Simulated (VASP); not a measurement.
Wanted: the native input for a VASP 6.6.1 run.

* Task: relaxation of cell and atoms
* Functional: PBE
* Potentials or basis: VASP PAW PBE potentials, release 64 (Li_sv, Ge_d, F)
* Cutoff: 600 eV
* k mesh: 4 × 4 × 4
* Occupations: gaussian, width 0.1 eV
* Spin: no spin polarisation
* Dipole correction: no
* Further INCAR settings: ALGO = Normal; EDIFF = 1e-06; IBRION = 2; EDIFFG = -0.04; NSW = 90; ISIF = 3

The structure of Li5GeF lies in POSCAR:

```
Li5GeF
1.0
    3.7445266300      0.0000000000      0.0000000000
    0.0000000000      3.7445266300      0.0000000000
    0.0000000000      0.0000000000      6.0099316700
Li Ge F
5 1 1
Direct
    0.5000000000      0.5000000000      0.0000000000
    0.5000000000      0.0000000000      0.6951825600
    0.0000000000      0.5000000000      0.3048174400
    0.5000000000      0.0000000000      0.3048174400
    0.0000000000      0.5000000000      0.6951825600
    0.0000000000      0.0000000000      0.5000000000
    0.0000000000      0.0000000000      0.0000000000
```

The cell was generated, and may not be a known phase.

These files were run (other wordings do the same):

INCAR

```
SYSTEM = Li5GeF
PREC = Accurate
ENCUT = 600
EDIFF = 1E-6
ISMEAR = 0
SIGMA = 0.1
LREAL = .FALSE.
LASPH = .TRUE.
NELM = 60
ALGO = Normal
ISIF = 3
LWAVE = .FALSE.
LCHARG = .FALSE.
GGA = PE
IBRION = 2
NSW = 90
EDIFFG = -0.04
```

KPOINTS

```
Automatic mesh
0
G
  4 4 4
  0 0 0
```

Potentials or basis: VASP PAW PBE potentials, release 64 (Li_sv, Ge_d, F).

Command:

```sh
$ cat potpaw_PBE.64/Li_sv/POTCAR potpaw_PBE.64/Ge_d/POTCAR potpaw_PBE.64/F/POTCAR > POTCAR
$ mpirun -np 1 vasp_std > vasp.out
```

Results of the run:

| Property | Result |
| --- | --- |
| Relaxed volume | 16.74 Å³/atom |
| Relaxed cell | a = 3.951 Å, b = 3.951 Å, c = 7.507 Å, α = 90.00°, β = 90.00°, γ = 90.00° |
| Space group after relaxing (to 0.1 Å) | P4/mmm (No. 123) |
| Energy gained by relaxing | 334.4 meV/atom |
| Ionic steps | 13 |
| Pressure after relaxing | 0.0 GPa |
| Largest force after relaxing | 0.040 eV/Å |
| Band gap on the k mesh | zero (bands 18 and 19 overlap by 1.04 eV) |

Caveat: the k points lie up to 0.40 Å⁻¹ apart in the final cell, too coarse for converged energies and pressures of a metal; the cutoff is under 1.25 times the usual one of these potentials, so pressure, stress and relaxed cells hold a basis-set (Pulay) error; the volume moved by over 15 % at a fixed basis, so the end points are rough.

Wall time 4.7 min on 1 thread of AMD EPYC 7R13 Processor (Zen 3), on a shared host, peak memory 0.2 GiB.
